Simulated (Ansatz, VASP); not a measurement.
## Rb in VASP and in Ansatz

The input INCAR:

```
PREC = Accurate
ENCUT = 520
EDIFF = 1E-6
ISMEAR = 1
SIGMA = 0.01
LREAL = False
LASPH = True
NELM = 100
ALGO = Normal
ISIF = 2
LWAVE = False
LCHARG = False
GGA = PE
NBANDS = 10
```

Contents of KPOINTS:

```
regular mesh
0
Gamma
  8 8 8
```

File POSCAR:

```
Rb
1.0
   -2.8359049291      2.8359049291      2.8359049291
    2.8359049291     -2.8359049291      2.8359049291
    2.8359049291      2.8359049291     -2.8359049291
Rb
1
Direct
    0.0000000000      0.0000000000      0.0000000000
```

Input for Ansatz:

```yaml
crystal:
  lattice:
    - [-2.8359049291, 2.8359049291, 2.8359049291]
    - [2.8359049291, -2.8359049291, 2.8359049291]
    - [2.8359049291, 2.8359049291, -2.8359049291]
  atoms:
    - { symbol: Rb, position: [0.0, 0.0, 0.0] }
hamiltonian:
  xc: pbe
  pseudopotentials:
    kind: paw
    azcp:
      Rb: "pseudopotentials/Rb.paw.azcp"
basis:
  ecutwfc: 420
  fft_grid_basis: typed
kpoints:
  mp_grid: { grid: [8, 8, 8], shift: [0, 0, 0] }
magnetization:
  spin_polarized: false
scf:
  occupations: { method: methfessel_paxton, width: 0.01 }
  lower_state_search: "off"
output:
  stress: true
```

Alike in both runs: task single point; functional PBE; k mesh 8 × 8 × 8; occupations methfessel-paxton of order 1, width 0.01 eV; no spin polarisation.

|  | VASP | Ansatz |
| --- | --- | --- |
| version | VASP 6.6.1 | Ansatz 0.2.0 |
| potentials or method | VASP PAW PBE potentials, release 64 (Rb_sv), cutoff 520 eV | plane waves (420 eV) with PAW, scalar-relativistic |
| valence electrons in the cell | 9 | 9 |

```tsv
	VASP	Ansatz	Ansatz less VASP
pressure (GPa)	0.0	0.0	0.00
```

With one functional, cell and mesh, what is left measures potentials, basis and numerics.
